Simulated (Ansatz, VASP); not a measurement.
**Two plane-wave programs on KCdF3**

File INCAR:

```
PREC     = Accurate       # precision mode
ENCUT    = 520            # plane-wave cutoff, eV
EDIFF    = 1E-7           # SCF threshold, eV
ISMEAR   = 0              # smearing method
SIGMA    = 0.05           # smearing width, eV
LREAL    = False          # projectors in reciprocal space
LASPH    = True           # aspherical terms in the spheres
NELM     = 80             # most SCF steps
ALGO     = Normal         # electronic algorithm
ISIF     = 2              # what is computed and relaxed
LWAVE    = False          # write WAVECAR
LCHARG   = False          # write CHGCAR
GGA      = CA             # functional
NBANDS   = 29             # bands
```

Contents of KPOINTS:

```
Automatic mesh
0
Gamma
  6 6 6
```

POSCAR

```
KCdF3
1.0
    4.2944472396      0.0000000000      0.0000000000
    0.0000000000      4.2944472396      0.0000000000
    0.0000000000      0.0000000000      4.3820890200
K Cd F
1 1 3
Direct
    0.0000000000      0.0000000000      0.0000000000
    0.5000000000      0.5000000000      0.5000000000
    0.0000000000      0.5000000000      0.5000000000
    0.5000000000      0.0000000000      0.5000000000
    0.5000000000      0.5000000000      0.0000000000
```

Input for Ansatz:

```yaml
crystal:
  lattice:
    - [4.2944472396, 0.0, 0.0]
    - [0.0, 4.2944472396, 0.0]
    - [0.0, 0.0, 4.38208902]
  atoms:
    - { symbol: K, position: [0.0, 0.0, 0.0] }
    - { symbol: Cd, position: [0.5, 0.5, 0.5] }
    - { symbol: F, position: [0.0, 0.5, 0.5] }
    - { symbol: F, position: [0.5, 0.0, 0.5] }
    - { symbol: F, position: [0.5, 0.5, 0.0] }
basis:
  ecutwfc: 420
kpoints:
  mp_grid: { grid: [6, 6, 6] }
hamiltonian:
  xc: lda
scf:
  occupations: { method: gaussian, width: 0.05 }
output:
  forces: true
  stress: true
  eigenvalues: true
```

Change from the starting cell: strain -0.0200 x Voigt [1, 1, 0, 0, 0, 0], atoms carried along.

Alike in both runs: task single point; functional LDA; k mesh 6 × 6 × 6; occupations gaussian, width 0.05 eV; no spin polarisation.

|  | VASP | Ansatz |
| --- | --- | --- |
| version | VASP 6.6.1 | Ansatz 0.2.0 |
| potentials or method | VASP PAW LDA potentials, release 64 (K_sv, Cd, F), cutoff 520 eV | scalar-relativistic, plane waves, PAW |
| valence electrons in the cell | 42 | 50 |

Ansatz gave:

| Quantity | Value |
| --- | --- |
| gap on the k mesh at the Fermi level (eV) | 2.75 |
| least direct gap on the mesh (eV) | 4.85 |
| pressure (GPa) | -0.9 |
| traceless stress, the component that is largest in VASP (GPa) | -1.29 |

**Question.** Estimate VASP's values.

**Answer.** gap on the k mesh at the Fermi level (eV): 2.74; least direct gap on the mesh (eV): 4.83; pressure (GPa): -0.1; traceless stress, the component that is largest in VASP (GPa): -1.41.

LDA's correlation is that of Perdew and Zunger in VASP and of Perdew and Wang (1992) in Ansatz. VASP's potentials hold 42 valence electrons a cell and Ansatz's 50, so a difference there can come from the potentials and not from the codes.
